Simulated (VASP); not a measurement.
# H16CO10 in VASP: further runs

The runs below take H16CO10 through single point, with PBE+D3(BJ).

Program: VASP 6.6.1. These are calculated values, not measurements. Logs are shortened: lines on timing, memory, paths and dates and some standing lists are left out, and cuts for length are marked.

### 1 The cell of the first run

The cell holds a disordered packing, 27 atoms: a = 6.583 Å, b = 6.583 Å, c = 6.583 Å, α = 90.00°, β = 90.00°, γ = 90.00°.

### 2 Single point, PBE+D3(BJ)

INCAR

```
  ALGO = Normal
  EDIFF = 1E-6
  ENCUT = 1000
  GGA = PE
  GGA_COMPAT = False
  ISIF = 2
  ISMEAR = -1
  IVDW = 12
  LASPH = True
  LCHARG = True
  LELF = True
  LREAL = Auto
  LVHAR = True
  LWAVE = False
  NBANDS = 59
  NELM = 120
  PREC = Accurate
  SIGMA = 0.05
```

KPOINTS

```
k-points
0
Gamma
  1 1 1
```

POSCAR

```
H16CO10
1.0
    6.5829420000      0.0000000000      0.0000000000
    0.0000000000      6.5829420000      0.0000000000
    0.0000000000      0.0000000000      6.5829420000
O H C
10 16 1
Direct
   -0.0699687161      0.7235518709      0.0733866408
    0.3696219715      0.0987552374      0.5398042395
    0.3677990783      0.7836769639      0.9682752787
    0.8048680970      1.0196049122      0.7924268511
    0.0392681570      0.8406575662      0.5047135460
    0.5652184084      0.7735143345      0.3208443884
    0.0520284092      0.4209364141      0.5591269071
    0.5072959780      0.4740737500      0.6633660148
    0.9771618829      0.1994245126      0.2218612894
    0.6278651703      0.2607192954      0.1940317870
   -0.1771244529      0.7106549017      0.1749065995
   -0.1050897912      0.8387891007     -0.0190948059
    0.2570431275     -0.0068662309      0.5738771510
    0.4563764955      0.0166794725      0.4556625290
    0.2209346520      0.7703850345      0.9748832665
    0.3976641447      0.6551933771      0.8980938918
    0.8652210516      0.9358429711      0.6845875294
    0.6606012935      1.0002366723      0.7913938783
    0.0108006420      0.8613929760      0.3541273795
    0.0300169742      0.6862433240      0.5111392444
    0.4821248615      0.7552702120      0.1925279001
    0.5325886207      0.6514868276      0.4067330382
    0.1606728420      0.3360655464      0.4928191681
    0.0469394991      0.3892940269      0.7045482096
    0.6491930204      0.4480519500      0.6990339578
    0.4654301982      0.3428102511      0.6190697108
    0.8016476524      0.2337404765      0.2044830412
```

Potentials or basis: VASP PAW PBE potentials, release 64 (O_h, H_h, C_h).

Command:

```console
cat potpaw_PBE.64/O_h/POTCAR potpaw_PBE.64/H_h/POTCAR potpaw_PBE.64/C_h/POTCAR > POTCAR
mpirun -np 1 vasp_gam > vasp.out
```

OUTCAR:

```text
EDIFF = 1E-6
   ENCUT = 1000
   GGA = PE
   ISIF = 2
   ISMEAR = -1
   IVDW = 12
   LASPH = True
   LREAL = Auto
   NELM = 120
   PREC = Accurate
 IVDW          = 12

 ion  position               nearest neighbor table
   1  0.930  0.724  0.073-  11 0.98  12 1.00
   2  0.370  0.099  0.540-  14 0.96  13 1.04
   3  0.368  0.784  0.968-  15 0.97  16 0.98
   4  0.805  0.020  0.792-  18 0.96  17 0.98
   5  0.039  0.841  0.505-  19 1.02  20 1.02
   6  0.565  0.774  0.321-  22 1.01  21 1.01
   7  0.052  0.421  0.559-  24 0.98  23 1.01
   8  0.507  0.474  0.663-  26 0.95  25 0.98
   9  0.977  0.199  0.222-  27 1.18
  10  0.628  0.261  0.194-  27 1.16
  11  0.823  0.711  0.175-   1 0.98
  12  0.895  0.839  0.981-   1 1.00
  13  0.257  0.993  0.574-   2 1.04
  14  0.456  0.017  0.456-   2 0.96
[... 10 lines left out ...]
  25  0.649  0.448  0.699-   8 0.98
  26  0.465  0.343  0.619-   8 0.95
  27  0.802  0.234  0.204-  10 1.16   9 1.18

  LATTYP: Found a simple cubic cell.
 ALAT       =     6.5829420000

  Lattice vectors:

 A1 = (   6.5829420000,   0.0000000000,   0.0000000000)
 A2 = (   0.0000000000,   6.5829420000,   0.0000000000)
 A3 = (   0.0000000000,   0.0000000000,   6.5829420000)

Analysis of symmetry for initial positions (statically):
=====================================================================
 Subroutine PRICEL returns:
 Original cell was already a primitive cell.

 Routine SETGRP: Setting up the symmetry group for a
 simple cubic supercell.

 Subroutine GETGRP returns: Found  1 space group operations
 (whereof  1 operations were pure point group operations)
 out of a pool of 48 trial point group operations.

The static configuration has the point symmetry C_1 .

Analysis of symmetry for dynamics (positions and initial velocities):
=====================================================================
 Subroutine PRICEL returns:
 Original cell was already a primitive cell.

 Routine SETGRP: Setting up the symmetry group for a
 simple cubic supercell.

 Subroutine GETGRP returns: Found  1 space group operations
 (whereof  1 operations were pure point group operations)
 out of a pool of 48 trial point group operations.

The dynamic configuration has the point symmetry C_1 .

[... 124 lines left out ...]
   EDIFF  = 0.1E-05   stopping-criterion for ELM
   LREAL  =      T    real-space projection
   EDIFFG = 0.1E-04   stopping-criterion for IOM
   NSW    =      0    number of steps for IOM
   IBRION =     -1    ionic relax: 0-MD 1-quasi-New 2-CG
   NFREE  =      0    steps in history (QN), initial steepest desc. (CG)
   ISIF   =      2    stress and relaxation
   ISYM   =      2    0-nonsym 1-usesym 2-fastsym
   POTIM  = 0.5000    time-step for ionic-motion
   TEBEG  =    0.0;   TEEND  =   0.0 temperature during run
   PSTRESS=    0.0 pullay stress
   NELECT =      80.0000    total number of electrons
   NUPDOWN=      -1.0000    fix difference up-down
   EMIN   =  10.00;   EMAX   =-10.00  energy-range for DOS
   EFERMI =   0.00;   METHOD = LEGACY
   ISMEAR =    -1;   SIGMA  =   0.05  broadening in eV -4-tet -1-fermi 0-gaus
   EFERMI_NEDOS =   21; number of points for ismear=-14 and -15
   IALGO  =     38    algorithm
   IMIX   =      4    mixing-type and parameters
     AMIX     =   0.40;   BMIX     =  1.00
     AMIX_MAG =   1.60;   BMIX_MAG =  1.00
  volume/ion in A,a.u.               =      10.57        71.30
  Fermi-wavevector in a.u.,A,eV,Ry     =   1.071564  2.024962 15.622883  1.148249
  Thomas-Fermi vector in A             =   2.207308
   LORBIT       =      0    0 simple, 1 ext, 2 COOP (PROOUT), +10 PAW based schemes
   GGA     = PE    functional components
   LHFCALC =     F    Hartree Fock is set to
   AEXX    =    0.0000 exact exchange contribution
   IVDW    =    12    specifies the selected vdW correction
   LEPSILON=     F    determine dielectric tensor
   LRPA    =     F    only Hartree local field effects (RPA)
 non-spin polarized calculation
  energy-cutoff  :     1000.00
  volume of cell :      285.27
 maximum number of plane-waves:     10189
 NGX is ok and might be reduce to    70
   NGX = 33   NGY = 33   NGZ = 33

 number of electron      80.0000000 magnetization

 Free energy of the ion-electron system (eV)
  ---------------------------------------------------
  ext. energy  EPLUGINS =         0.00000000
  ---------------------------------------------------
  free energy    TOTEN  =      -140.26929324 eV

  energy without entropy =     -140.26929324  energy(sigma->0) =     -140.26929324

 E-fermi :  -2.0957     XC(G=0):  -6.9801

 val. band max:       -3.3069078099   @ k =   0.0000   0.0000   0.0000
 cond. band min:       1.4945295697   @ k =   0.0000   0.0000   0.0000
 fundamental gap:      4.8014373796
 Fermi energy:        -2.0957223345

 k-point     1 :       0.0000    0.0000    0.0000
  band No.  band energies     occupation
      1     -25.1747      2.00000
      2     -24.0664      2.00000
      3     -21.9928      2.00000
      4     -21.7727      2.00000
      5     -21.7225      2.00000
      6     -21.5145      2.00000
[... 44 lines left out ...]
     51       6.9892      0.00000
     52       7.3221      0.00000
 [bands above 52 left out]

------------------------ aborting loop because EDIFF is reached ----------------------------------------

 Edisp (eV)   -1.01265

 E8    (eV) :    -0.2153

  FORCE on cell =-STRESS in cart. coord.  units (eV):
  Direction    XX          YY          ZZ          XY          YZ          ZX
  --------------------------------------------------------------------------------------
  -------------------------------------------------------------------------------------
  Total      -0.10201    -2.51118    -2.67911    -0.34096     1.74427     0.68972
  in kB      -0.57293   -14.10352   -15.04671    -1.91492     9.79634     3.87366
  external pressure =       -9.91 kB  Pullay stress =        0.00 kB

 VOLUME and BASIS-vectors are now :
 -----------------------------------------------------------------------------
  energy-cutoff  :     1000.00
  volume of cell :      285.27
      direct lattice vectors                 reciprocal lattice vectors
     6.582942000  0.000000000  0.000000000     0.151907764  0.000000000  0.000000000
     0.000000000  6.582942000  0.000000000     0.000000000  0.151907764  0.000000000
     0.000000000  0.000000000  6.582942000     0.000000000  0.000000000  0.151907764

 POSITION                                       TOTAL-FORCE (eV/Angst)
 -----------------------------------------------------------------------------------
      6.12234      4.76310      0.48310         0.693787      0.143000     -0.438920
      2.43320      0.65010      3.55350        -1.867099     -0.713522      1.106637
      2.42120      5.15890      6.37410        -0.046587     -0.722518     -0.436570
      5.29840      0.12906      5.21650         0.694868      0.239465      0.694616
      0.25850      5.53400      3.32250        -0.570976     -1.196840     -1.549125
      3.72080      5.09200      2.11210        -0.253962     -1.167390      0.115575
[... 19 lines left out ...]
      3.06390      2.25670      4.07530        -0.792535     -1.612902     -0.403916
      5.27720      1.53870      1.34610         1.998101     -0.662819      0.373186
 -----------------------------------------------------------------------------------
    total drift:                                0.003563     -0.001794     -0.000557

  FREE ENERGIE OF THE ION-ELECTRON SYSTEM (eV)
  ---------------------------------------------------
  free  energy   TOTEN  =      -141.2819434518 eV

  energy  without entropy=     -141.2819434517  energy(sigma->0) =     -141.28194345
```

stdout:

```text
POSCAR found type information on POSCAR O H C
 POSCAR found :  3 types and      27 ions
 scaLAPACK will be used
 LDA part: xc-table for (Slater+PW92), standard interpolation
 POSCAR, INCAR and KPOINTS ok, starting setup
 FFT: planning ... GRIDC
 FFT: planning ... GRID_SOFT
 FFT: planning ... GRID
 WAVECAR not read
 entering main loop
```

Wall time 2.4 min (1 thread of Intel Xeon Platinum 8259CL at 2.50GHz (Skylake/Cascade Lake), shared host); peak memory 0.62 GiB.

Results:

* Free energy: -141.2819 eV
* Pressure: -1.0 GPa
* Largest force: 2.285 eV/Å
* Dispersion energy per atom: -0.038 eV

Forces on the atoms (eV/Å):
```
O    0.694  0.143 -0.439
O   -1.867 -0.714  1.107
O   -0.047 -0.723 -0.437
O    0.695  0.239  0.695
O   -0.571 -1.197 -1.549
O   -0.254 -1.167  0.116
O    0.401 -0.125 -0.111
O    1.217  1.443  0.593
O   -1.184  0.229 -0.483
O   -0.752  0.385 -0.235
H   -0.584  0.275 -0.101
H   -0.467 -0.277  0.456
H    1.159  1.316 -0.538
H    0.603 -0.570 -0.752
H   -0.398  0.306  0.514
H    0.455  0.158 -0.297
H    0.036  0.070 -0.590
H   -0.797 -0.206 -0.187
H    0.404  0.056  1.473
H    0.469  0.862  0.318
H    0.197  0.352  0.501
H    0.229  0.926 -0.349
H   -0.922  0.440  0.935
H    0.353 -0.176 -0.593
H   -0.277  0.232 -0.016
H   -0.793 -1.613 -0.404
C    1.998 -0.663  0.373
```

Levels at points of the mesh, in eV from the Fermi level:
```tsv
k point	band 37	band 38	band 39	band 40	band 41	band 42	band 43	band 44
(0.00, 0.00, 0.00)	-1.46	-1.39	-1.27	-1.21	3.59	5.47	5.55	6.82
```

Caveat: the k points lie up to 0.95 Å⁻¹ apart, too coarse for converged energies, forces and pressures; the atoms stand as in a frame of molecular dynamics.

### 3 Single point, PBE+D3(BJ)

This run uses another cell than the first one, of 11.33 Å³/atom.

INCAR

```
SYSTEM = H16CO10
ALGO = Normal
EDIFF = 1E-6
ENCUT = 1000
GGA = PE
GGA_COMPAT = .False.
ISIF = 2
ISMEAR = -1
IVDW = 12
LASPH = .True.
LCHARG = .False.
LREAL = Auto
LWAVE = .False.
NBANDS = 59
NELM = 120
PREC = Accurate
SIGMA = 0.05
```

KPOINTS

```
k-points
0
Gamma
  1 1 1
  0 0 0
```

POSCAR

```
H16CO10
1.0
    6.7386640000      0.0000000000      0.0000000000
    0.0000000000      6.7386640000      0.0000000000
    0.0000000000      0.0000000000      6.7386640000
O H C
10 16 1
Direct
    0.0396369369      0.6316088768      0.0192916578
    0.3025377137      0.1514395138      0.5989020969
    0.4275031371      0.8009451132      0.9289972018
    0.7772015343      1.0429218611      0.8267514154
   -0.0058913755      0.8532848648      0.5502574398
    0.5211418762      0.9261182929      0.3085478071
    0.0347695033      0.4637417743      0.5641029142
    0.5574992313      0.5046697684      0.6655770343
    0.9357492821      0.1073951751      0.1891027658
    0.6856255186      0.3433766693      0.1770232200
   -0.0342501125      0.5751881975      0.1257370897
   -0.0385239567      0.7392266479     -0.0310298896
    0.2293481319      0.0452018382      0.6591365885
    0.3484518593      0.0868421396      0.4806887537
    0.2988277795      0.7755246441      0.9877180403
    0.4598240838      0.6819452639      0.8553179087
    0.8344383991      0.9517465183      0.7318216192
    0.6430948330      0.9730118611      0.8610163676
   -0.0281509807      0.9063369238      0.4241641963
    0.0367580280      0.7128712754      0.5259944701
    0.5071628441      0.8718493755      0.1654779048
    0.5735855060      0.8143453955      0.3751930650
    0.1335576310      0.3559310866      0.5357590169
    0.0622823753      0.4827959964      0.7063269515
    0.7038338757      0.4889841666      0.6596559793
    0.4934806068      0.3758460134      0.6512863677
    0.8087062955      0.2222992569      0.1759399192
```

Potentials or basis: VASP PAW PBE potentials, release 64 (O_h, H_h, C_h).

Command:

```console
cat potpaw_PBE.64/O_h/POTCAR potpaw_PBE.64/H_h/POTCAR potpaw_PBE.64/C_h/POTCAR > POTCAR
mpirun -np 1 vasp_gam > vasp.out
```

Wall time 2.3 min (1 thread of Intel Xeon Platinum 8488C (Sapphire Rapids), shared host); peak memory 0.63 GiB.

Results (log left out):

```yaml
Free_energy: -140.9223 eV
Pressure: 0.8 GPa
Largest_force: 3.073 eV/Å
Dispersion_energy_per_atom: -0.035 eV
```

Forces on the atoms (eV/Å):
```
O    1.090 -0.145 -0.697
O   -0.004  1.144  0.208
O    0.080  0.825  0.447
O   -2.680 -1.060  1.067
O    0.636 -1.359  1.546
O   -0.518  0.344 -2.289
O    0.637 -0.427  0.486
O    0.767  0.712  0.116
O    1.134 -0.732  0.242
O   -0.432  0.551 -0.326
H   -0.521 -0.249  0.658
H   -0.639  0.706 -0.146
H   -0.576 -0.460  0.520
H    0.775 -0.445 -1.057
H   -0.480 -0.229  0.072
H    0.391 -0.830 -0.608
H    0.456 -0.187 -0.750
H    1.902  1.265 -0.594
H   -0.350  1.024 -1.833
H   -0.237  0.321  0.182
H    0.016  0.700  1.449
H    0.437 -1.068  0.994
H   -0.399  0.177  0.079
H   -0.268 -0.020 -0.217
H   -1.078 -0.413 -0.066
H    0.297 -0.356  0.060
C   -0.436  0.211  0.458
```

Stress tensor (GPa, compression positive):
```
-0.29 -1.33  0.11
-1.33  1.28 -0.82
 0.11 -0.82  1.30
```

Levels at points of the mesh, in eV from the Fermi level:
```tsv
k point	band 36	band 37	band 38	band 39	band 40	band 41	band 42	band 43	band 44	band 45
(0.00, 0.00, 0.00)	-2.26	-2.05	-1.90	-1.75	-1.23	3.06	5.18	5.22	6.30	6.57
```

Caveat: the k points lie up to 0.93 Å⁻¹ apart, too coarse for converged energies, forces and pressures.
